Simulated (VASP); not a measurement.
# GaCo (P4/mmm) in VASP: further runs, part 2 of 2

VASP 6.6.1.

### Step 3. Single point, PBEsol (strain +0.050 along x and y, +0.000 along z)

Input file INCAR:

```
SYSTEM = GaCo
ALGO = Fast
EDIFF = 1E-7
ENCUT = 520
GGA = PS
ISIF = 2
ISMEAR = 0
LASPH = .True.
LCHARG = .False.
LREAL = .False.
LWAVE = .False.
NBANDS = 18
NELM = 60
PREC = Accurate
SIGMA = 0.15
```

Input file KPOINTS:

```
k-points
0
Gamma
  16 16 16
  0 0 0
```

Input file POSCAR:

```
GaCo
1.0
    3.0272550000      0.0000000000      0.0000000000
    0.0000000000      3.0272550000      0.0000000000
    0.0000000000      0.0000000000      2.8831000000
Ga Co
1 1
Direct
    0.5000000000      0.5000000000      0.5000000000
    0.0000000000      0.0000000000      0.0000000000
```

Potentials or basis: VASP PAW PBE potentials, release 64 (Ga_d, Co).

Run with:

```sh
> cat potpaw_PBE.64/Ga_d/POTCAR potpaw_PBE.64/Co/POTCAR > POTCAR
> mpirun -np 1 vasp_std > vasp.out
```

OUTCAR:

```text
SYSTEM = GaCo
   EDIFF = 1E-7
   ENCUT = 520
   GGA = PS
   ISIF = 2
   ISMEAR = 0
   LASPH = .True.
   LREAL = .False.
   NELM = 60
   PREC = Accurate

 ion  position               nearest neighbor table
   1  0.500  0.500  0.500-   2 2.58   2 2.58   2 2.58   2 2.58   2 2.58   2 2.58   2 2.58   2 2.58

   2  0.000  0.000  0.000-   1 2.58   1 2.58   1 2.58   1 2.58   1 2.58   1 2.58   1 2.58   1 2.58

  LATTYP: Found a simple tetragonal cell.
 ALAT       =     3.0272550000
 C/A-ratio  =     0.9523809524

  Lattice vectors:

 A1 = (   3.0272550000,   0.0000000000,   0.0000000000)
 A2 = (   0.0000000000,   3.0272550000,   0.0000000000)
 A3 = (   0.0000000000,   0.0000000000,   2.8831000000)

Analysis of symmetry for initial positions (statically):
=====================================================================
 Subroutine PRICEL returns:
 Original cell was already a primitive cell.

 Routine SETGRP: Setting up the symmetry group for a
 simple tetragonal supercell.

 Subroutine GETGRP returns: Found 16 space group operations
 (whereof 16 operations were pure point group operations)
 out of a pool of 16 trial point group operations.

The static configuration has the point symmetry D_4h.

Analysis of symmetry for dynamics (positions and initial velocities):
=====================================================================
 Subroutine PRICEL returns:
 Original cell was already a primitive cell.

 Routine SETGRP: Setting up the symmetry group for a
 simple tetragonal supercell.

 Subroutine GETGRP returns: Found 16 space group operations
 (whereof 16 operations were pure point group operations)
 out of a pool of 16 trial point group operations.

The dynamic configuration has the point symmetry D_4h.

 Subroutine INISYM returns: Found 16 space group operations
 (whereof 16 operations are pure point group operations),
 and found     1 'primitive' translations

----------------------------------------------------------------------------------------

                                     Primitive cell

[... 105 lines left out ...]
   ISMEAR =     0;   SIGMA  =   0.15  broadening in eV -4-tet -1-fermi 0-gaus
   EFERMI_NEDOS =   21; number of points for ismear=-14 and -15
   IALGO  =     68    algorithm
   IMIX   =      4    mixing-type and parameters
     AMIX     =   0.40;   BMIX     =  1.00
     AMIX_MAG =   1.60;   BMIX_MAG =  1.00
  volume/ion in A,a.u.               =      13.21        89.15
  Fermi-wavevector in a.u.,A,eV,Ry     =   1.540150  2.910462 32.273883  2.372063
  Thomas-Fermi vector in A             =   2.646278
   LORBIT       =      0    0 simple, 1 ext, 2 COOP (PROOUT), +10 PAW based schemes
   GGA     = PS    functional components
   LHFCALC =     F    Hartree Fock is set to
   AEXX    =    0.0000 exact exchange contribution
   IVDW    =     0    specifies the selected vdW correction
   LEPSILON=     F    determine dielectric tensor
   LRPA    =     F    only Hartree local field effects (RPA)
 non-spin polarized calculation
 RMM-DIIS sequential band-by-band and
 Gauss-broadening in eV      SIGMA  =   0.15
  energy-cutoff  :      520.00
  volume of cell :       26.42
 maximum number of plane-waves:       726
 NGX is ok and might be reduce to    24
   NGX = 11   NGY = 11   NGZ = 11

 number of electron      22.0000011 magnetization

 Free energy of the ion-electron system (eV)
  ---------------------------------------------------
  ext. energy  EPLUGINS =         0.00000000
  ---------------------------------------------------
  free energy    TOTEN  =       -11.51962038 eV

  energy without entropy =      -11.50143031  energy(sigma->0) =      -11.51052535

 E-fermi :   8.2321     XC(G=0): -12.7588

 val. band max:        8.2266628433   @ k =   0.5000   0.1875   0.5000
 cond. band min:       8.2325957728   @ k =   0.5000   0.2500   0.0625
 fundamental gap:      0.0059329295
 Fermi energy:         8.2321317918

 k-point     1 :       0.0000    0.0000    0.0000
  band No.  band energies     occupation
      1      -6.6780      2.00000
      2      -6.6267      2.00000
      3      -6.3984      2.00000
      4      -6.3813      2.00000
      5      -6.3813      2.00000
      6      -2.9823      2.00000
[... 481 lines left out ...]
      5      -6.3800      2.00000
      6       0.7149      2.00000
[... 10 lines left out ...]
     17      21.4768      0.00000
     18      22.7135      0.00000

 [... further k-points ...]
[... 5 lines left out ...]
  --------------------------------------------------------------------------------------
  -------------------------------------------------------------------------------------
  Total       -3.5059689     -3.5059689     -2.9380689      0.0000000      0.0000000      0.0000000
  in kB     -212.5988592   -212.5988592   -178.1619050      0.0000000      0.0000000      0.0000000
  external PRESSURE =    -201.1198745 kB  Pullay stress =       0.0000000 kB

 VOLUME and BASIS-vectors are now :
 -----------------------------------------------------------------------------
  energy-cutoff  :      520.00
  volume of cell :       26.42
      direct lattice vectors                 reciprocal lattice vectors
     3.027255000  0.000000000  0.000000000     0.330332265  0.000000000  0.000000000
     0.000000000  3.027255000  0.000000000     0.000000000  0.330332265  0.000000000
     0.000000000  0.000000000  2.883100000     0.000000000  0.000000000  0.346848878

 POSITION                                       TOTAL-FORCE (eV/Angst)
 -----------------------------------------------------------------------------------
      1.51363      1.51363      1.44155         0.000000      0.000000      0.000000
      0.00000      0.00000      0.00000         0.000000      0.000000      0.000000
 -----------------------------------------------------------------------------------
    total drift:                                0.000000      0.000000     -0.000000

  FREE ENERGIE OF THE ION-ELECTRON SYSTEM (eV)
  ---------------------------------------------------
  free  energy   TOTEN  =       -11.5196203820 eV

  energy  without entropy=      -11.5014303113  energy(sigma->0) =      -11.51052535
```

OSZICAR:

```text
N       E                     dE             d eps       ncg     rms          rms(c)
DAV:   1     0.104066305243E+03    0.10407E+03   -0.10509E+04 15720   0.213E+03
DAV:   2    -0.591070881768E+01   -0.10998E+03   -0.10572E+03 14812   0.324E+02
DAV:   3    -0.126714751408E+02   -0.67608E+01   -0.66765E+01 16012   0.790E+01
DAV:   4    -0.127866980336E+02   -0.11522E+00   -0.11513E+00 18040   0.100E+01
DAV:   5    -0.127909252756E+02   -0.42272E-02   -0.42267E-02 17834   0.172E+00    0.102E+01
RMM:   6    -0.151323302461E+02   -0.23414E+01   -0.13341E+01 18199   0.353E+01    0.166E+01
RMM:   7    -0.115483218710E+02    0.35840E+01   -0.40275E+00 18154   0.198E+01    0.157E+00
RMM:   8    -0.115229850953E+02    0.25337E-01   -0.14173E-01 19399   0.369E+00    0.497E-01
RMM:   9    -0.115202966013E+02    0.26885E-02   -0.49190E-02 21377   0.159E+00    0.340E-01
RMM:  10    -0.115194620131E+02    0.83459E-03   -0.62072E-03 20037   0.737E-01    0.115E-01
RMM:  11    -0.115195891753E+02   -0.12716E-03   -0.14460E-03 23759   0.244E-01    0.905E-02
RMM:  12    -0.115196190376E+02   -0.29862E-04   -0.26126E-04 24515   0.114E-01    0.623E-02
RMM:  13    -0.115196257267E+02   -0.66891E-05   -0.81127E-05 24352   0.620E-02    0.256E-02
RMM:  14    -0.115196210921E+02    0.46346E-05   -0.28112E-05 24865   0.347E-02    0.113E-02
RMM:  15    -0.115196202820E+02    0.81007E-06   -0.96808E-06 23980   0.184E-02    0.546E-03
RMM:  16    -0.115196202154E+02    0.66691E-07   -0.44625E-06 21476   0.120E-02    0.122E-03
RMM:  17    -0.115196203225E+02   -0.10710E-06   -0.12775E-06 19086   0.679E-03    0.131E-03
RMM:  18    -0.115196203820E+02   -0.59557E-07   -0.52357E-07 16387   0.475E-03
   1 F= -.11519620E+02 E0= -.11510525E+02  d E =-.181901E-01
```

Wall time 72 s (1 thread of Intel Xeon 6975P-C (Granite Rapids), shared host); peak memory 0.3 GiB.

What came out:

- Free energy: -11.5196 eV
- Pressure: -20.1 GPa
- Band gap on the k mesh: zero (bands 11 and 12 overlap by 1.30 eV)

Caveat: the cell differs from its parent crystal (strain +0.050 along x and y, +0.000 along z); the cell stands under tension; the PAW data sets were made with another functional, which shifts forces and pressure a little; the run has no spin polarisation, though such a crystal can be magnetic. Spin polarisation is off, so any magnetic state and its effect on volume and gap are missing.

### Step 4. Single point, r2SCAN

This run uses another cell than the first one, of 11.38 Å³/atom.

Input file POSCAR:

```
GaCo
1.0
    2.8831000000      0.0000000000      0.0000000000
    0.0000000000      2.8831000000      0.0000000000
    0.0000000000      0.0000000000      2.7389450000
Ga Co
1 1
Direct
    0.5000000000      0.5000000000      0.5000000000
    0.0000000000      0.0000000000      0.0000000000
```

Input file INCAR.step1:

```
PREC = Accurate ; ENCUT = 520
ISMEAR = 0 ; SIGMA = 0.15
LREAL = F ; LASPH = T
NELM = 60 ; NBANDS = 18
GGA = PE ; ALGO = Normal
EDIFF = 1E-4 ; LWAVE = T
LCHARG = F
```

Input file INCAR.step2:

```
PREC = Accurate ; ENCUT = 520
EDIFF = 1E-6 ; ISMEAR = 0
SIGMA = 0.15 ; LREAL = F
LASPH = T ; NELM = 60
ALGO = Normal ; ISIF = 2
LWAVE = F ; LCHARG = F
METAGGA = R2SCAN ; LMIXTAU = T
NBANDS = 18 ; ISTART = 1
```

Input file KPOINTS:

```
Automatic mesh
0
Gamma
  16 16 16
```

Run with:

```sh
> cat potpaw_PBE.64/Ga_d/POTCAR potpaw_PBE.64/Co/POTCAR > POTCAR
> cp INCAR.step1 INCAR
> mpirun -np 1 vasp_std > vasp.out
> cp INCAR.step2 INCAR
> mpirun -np 1 vasp_std > vasp.out
```

It took 2.2 min on 1 thread of Intel Xeon 6975P-C (Granite Rapids), shared host; peak memory 0.28 GiB.

The run converged. Its results:

| Item | Value |
| --- | --- |
| Free energy | -25.0343 eV |
| Pressure | 2.7 GPa |
| Band gap on the k mesh | zero (bands 11 and 12 overlap by 2.07 eV) |

Stress tensor (GPa, compression positive):
```
0.25 0.00 0.00
0.00 0.25 0.00
0.00 0.00 7.73
```

Levels at points of the mesh, in eV from the Fermi level:
| k point | band 9 | band 10 | band 11 | band 12 | band 13 | band 14 |
| --- | --- | --- | --- | --- | --- | --- |
| (0.00, 0.00, 0.00) | -1.00 | -0.86 | -0.86 | 5.03 | 5.03 | 7.07 |
| (0.50, 0.00, 0.00) | -2.16 | -1.76 | -0.86 | 0.05 | 10.92 | 12.03 |
| (0.50, 0.50, 0.00) | -2.79 | -1.30 | -1.30 | -0.30 | 2.36 | 3.20 |
| (0.00, 0.00, 0.50) | -2.15 | -2.15 | -0.99 | 0.54 | 11.50 | 11.50 |
| (0.50, 0.00, 0.50) | -2.59 | -1.57 | -1.48 | -0.13 | 2.68 | 3.77 |
| (0.50, 0.50, 0.50) | -0.24 | -0.03 | 1.39 | 4.02 | 4.02 | 4.05 |

Caveat: the stress differs along the axes, from 0 to 8 GPa; the PAW data sets were made with another functional, which shifts forces and pressure a little; the run has no spin polarisation, though such a crystal can be magnetic.

### Step 5. Summary

| level | cell | gap on the mesh (eV) | pressure (GPa) |
| --- | --- | --- | --- |
| PBEsol | a = 2.739, b = 2.739, c = 2.883 Å, 2 atoms | none | 13.4 |
| PBEsol | a = 3.027, b = 3.027, c = 2.883 Å, 2 atoms | none | -20.1 |
| r2SCAN | a = 2.883, b = 2.883, c = 2.739 Å, 2 atoms | none | 2.7 |

Alike in all rows: task single point; potentials or basis VASP PAW PBE potentials, release 64 (Ga_d, Co); no spin polarisation; k mesh 16 × 16 × 16; cutoff (eV) 520; smearing gaussian 0.15 eV.

Caveats: the PAW data sets were made with another functional, which shifts forces and pressure a little; the run has no spin polarisation, though such a crystal can be magnetic; the cell stands under pressure (at least some runs); the cell stands under tension (at least some runs); the stress differs along the axes, from 0 to 8 GPa (at least some runs).

Absolute energies hang on the potentials; compare differences alone.
